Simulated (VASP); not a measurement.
Write the native input for VASP 6.6.1 that does the following.

```yaml
Task: single point
Functional: PBE
Potentials_or_basis: VASP PAW PBE potentials, release 64 (Sn_d, O)
Cutoff: 520 eV
k_mesh: 6 × 6 × 8
Occupations: gaussian, width 0.05 eV
Spin: no spin polarisation
Dipole_correction: no
Further_INCAR_settings: ALGO = Normal; EDIFF = 1e-07; NBANDS = 35
```

The structure of SnO2 lies in POSCAR:

```
SnO2
1.0
    5.0208131959      0.0000000000      0.0000000000
    0.0000000000      5.0208131959      0.0000000000
    0.0000000000      0.0000000000      3.4970302158
Sn O
2 4
Direct
    0.0000000000      0.0000000000      0.0000000000
    0.5000000000      0.5000000000      0.5000000000
    0.3066050863      0.3066050863      0.0000000000
    0.1933949137      0.8066050863      0.5000000000
    0.6933949137      0.6933949137      0.0000000000
    0.8066050863      0.1933949137      0.5000000000
```

This cell differs from its parent crystal: strain +0.040 along x and y, +0.080 along z.

These files were run (other wordings do the same):

INCAR

```
ALGO = Normal
EDIFF = 1E-7
ENCUT = 520
GGA = PE
ISIF = 2
ISMEAR = 0
LASPH = T
LCHARG = T
LELF = T
LREAL = F
LVHAR = T
LWAVE = F
NBANDS = 35
NELM = 100
PREC = Accurate
SIGMA = 0.05
```

KPOINTS

```
k-points
0
Gamma
  6 6 8
```

Potentials or basis: VASP PAW PBE potentials, release 64 (Sn_d, O).

Launch:

```console
$ cat potpaw_PBE.64/Sn_d/POTCAR potpaw_PBE.64/O/POTCAR > POTCAR
$ mpirun -np 1 vasp_std > vasp.out
```

It gave:

- Pressure: -19.3 GPa
- Largest force: 0.272 eV/Å
- Band gap on the k mesh: 0.09 eV, indirect (least direct gap 0.32 eV)

Caveat: the cell differs from its parent crystal (strain +0.040 along x and y, +0.080 along z); spin-orbit coupling is left out, which moves the levels of the heavy elements.

Wall time 100 s on 1 thread of Intel(R) Xeon(R) Platinum 8559C (Emerald Rapids), on a shared host, peak memory 0.26 GiB.
